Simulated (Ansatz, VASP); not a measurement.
## One calculation of ZnCu, two programs

The input INCAR:

```
SYSTEM = ZnCu
ALGO = Fast ; EDIFF = 1E-7
ENCUT = 520 ; GGA = PE
ISIF = 2 ; ISMEAR = 0
LASPH = .True. ; LCHARG = .False.
LREAL = .False. ; LWAVE = .False.
NBANDS = 18 ; NELM = 60
PREC = Accurate ; SIGMA = 0.1
```

The input KPOINTS:

```
k-points
0
Gamma
  14 14 14
  0 0 0
```

Contents of POSCAR:

```
ZnCu
1.0
    2.9026925187      0.0000000000      0.0000000000
    0.0000000000      2.9026925187      0.0000000000
    0.0000000000      0.0000000000      2.9026925187
Zn Cu
1 1
Direct
    0.5000000000      0.5000000000      0.5000000000
    0.0000000000      0.0000000000      0.0000000000
```

Input for Ansatz:

```yaml
crystal:
  lattice:
    - [2.9026925128, 0.0, 0.0]
    - [0.0, 2.9026925128, 0.0]
    - [0.0, 0.0, 2.9026925128]
  atoms:
    - { symbol: Zn, position: [0.5, 0.5, 0.5] }
    - { symbol: Cu, position: [0.0, 0.0, 0.0] }
basis:
  ecutwfc: 420
kpoints:
  mp_grid: { grid: [14, 14, 14] }
hamiltonian:
  xc: pbe
scf:
  occupations: { method: gaussian, width: 0.1 }
output:
  forces: true
  stress: true
  eigenvalues: true
```

Alike in both runs: task single point; functional PBE; k mesh 14 × 14 × 14; occupations gaussian, width 0.1 eV; no spin polarisation.

```csv
,VASP,Ansatz
version,VASP 6.6.1,Ansatz 0.2.0
potentials or method,"VASP PAW PBE potentials, release 64 (Zn, Cu), cutoff 520 eV","scalar-relativistic, plane waves, PAW"
valence electrons in the cell,23,31
```

Ansatz gave:

- gap on the k mesh at the Fermi level (eV): none
- pressure (GPa): 8.4

Estimate VASP's values.

gap on the k mesh at the Fermi level (eV): none; pressure (GPa): 8.9.

A gap of «none» marks a metal or a gap that the smearing closes. With one functional, cell and mesh, what is left measures potentials, basis and numerics. VASP's potentials hold 23 valence electrons a cell and Ansatz's 31, so a difference there can come from the potentials and not from the codes.
